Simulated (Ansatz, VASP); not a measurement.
Given: the input of a run of Ansatz 0.2.0 on C.

input.yaml

```yaml
crystal:
  lattice:
    - [0.0, 1.78337, 1.78337]
    - [1.78337, 0.0, 1.78337]
    - [1.78337, 1.78337, 0.0]
  atoms:
    - { symbol: C, position: [0.75, 0.75, 0.75] }
    - { symbol: C, position: [0.5, 0.5, 0.5] }
hamiltonian:
  xc: lda
  pseudopotentials: { kind: paw }
kpoints:
  mp_grid: { grid: [13, 13, 13] }
scf:
  occupations: { method: gaussian, width: 0.05 }
output:
  forces: true
  stress: true
  eigenvalues: true
```

Potentials or basis: Ansatz PAW.

Command:

```bash
$ ansatz run input.yaml --threads 2 --pin off --max-ram 5632MiB --backend cpu --events-out ev --progress --plain --runs-dir out
```

Task: Set up the same calculation for VASP 6.6.1. Potentials there: VASP PAW LDA potentials, release 64 (C).

Result: As run (the cutoff follows the program's own potentials):

The input INCAR:

```
PREC = Accurate
ENCUT = 520
EDIFF = 1E-7
ISMEAR = 0
SIGMA = 0.05
LREAL = F
LASPH = T
NELM = 100
ALGO = Normal
ISIF = 2
LWAVE = F
LCHARG = T
LELF = T
LVHAR = T
NBANDS = 11
```

KPOINTS

```
regular mesh
0
Gamma
  13 13 13
```

POSCAR

```
C
1.0
    0.0000000000      1.7833700000      1.7833700000
    1.7833700000      0.0000000000      1.7833700000
    1.7833700000      1.7833700000      0.0000000000
C
2
Direct
    0.7500000000      0.7500000000      0.7500000000
    0.5000000000      0.5000000000      0.5000000000
```

Potentials or basis: VASP PAW LDA potentials, release 64 (C).

The run is started by

```console
$ cat potpaw_LDA.64/C/POTCAR > POTCAR
$ mpirun -np 1 vasp_std > vasp.out
```

Both were run:

|  | VASP | Ansatz | Ansatz less VASP |
| --- | --- | --- | --- |
| gap on the k mesh at the Fermi level (eV) | 4.11 | 4.11 | +0.006 |
| least direct gap on the mesh (eV) | 5.54 | 5.54 | -0.003 |
| pressure (GPa) | -11.6 | -13.1 | -1.47 |

LDA's correlation is that of Perdew and Zunger in VASP and of Perdew and Wang (1992) in Ansatz.

Noted on Ansatz's run: Pulay correction over one GPa; odd divisions of the mesh miss points on the zone boundary, where band edges often lie, so the gap on the mesh can be too wide.
